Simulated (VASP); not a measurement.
A run of VASP 6.6.1 is set up as follows.

File INCAR:

```
SYSTEM = BaSi2C2
ALGO = Normal ; EDIFF = 1E-7
ENCUT = 520 ; GGA = PE
ISIF = 2 ; ISMEAR = 0
LASPH = .True. ; LCHARG = .False.
LREAL = .False. ; LWAVE = .False.
NBANDS = 21 ; NELM = 100
PREC = Accurate ; SIGMA = 0.1
```

KPOINTS

```
k-points
0
Gamma
  4 4 6
  0 0 0
```

File POSCAR:

```
BaSi2C2
1.0
    3.1392987100     -3.5244028000      0.0000000000
    3.1392987100      3.5244028000      0.0000000000
    0.0000000000      0.0000000000      3.4754883600
Ba Si C
1 2 2
Direct
    0.5000000000      0.5000000000      0.0000000000
    0.1343689400      0.8656310600      0.5000000000
    0.8656310600      0.1343689400      0.5000000000
    0.0000000000      0.5000000000      0.5000000000
    0.5000000000      0.0000000000      0.5000000000
```

Potentials or basis: VASP PAW PBE potentials, release 64 (Ba_sv, Si, C).

Run with:

```sh
$ cat potpaw_PBE.64/Ba_sv/POTCAR potpaw_PBE.64/Si/POTCAR potpaw_PBE.64/C/POTCAR > POTCAR
$ mpirun -np 1 vasp_std > vasp.out
```

Question: Estimate the band gap on the k mesh.

Answer: Zero (band 13 reaches 6.20 eV, above the bottom of band 14 at 5.00 eV).

Question: Estimate the largest force.

Answer: 8.479 eV/Å.

Forces in eV/Å, atoms in the order of the input:
```
Ba   0.000  0.000  0.000
Si   0.000 -8.479  0.000
Si   0.000  8.479  0.000
C    0.000  0.000  0.000
C    0.000  0.000  0.000
```

Caveat: spin-orbit coupling is left out, which moves the levels of the heavy elements; forces of over 1 eV/Å act on the atoms, so gaps and moduli don't describe the material at rest.
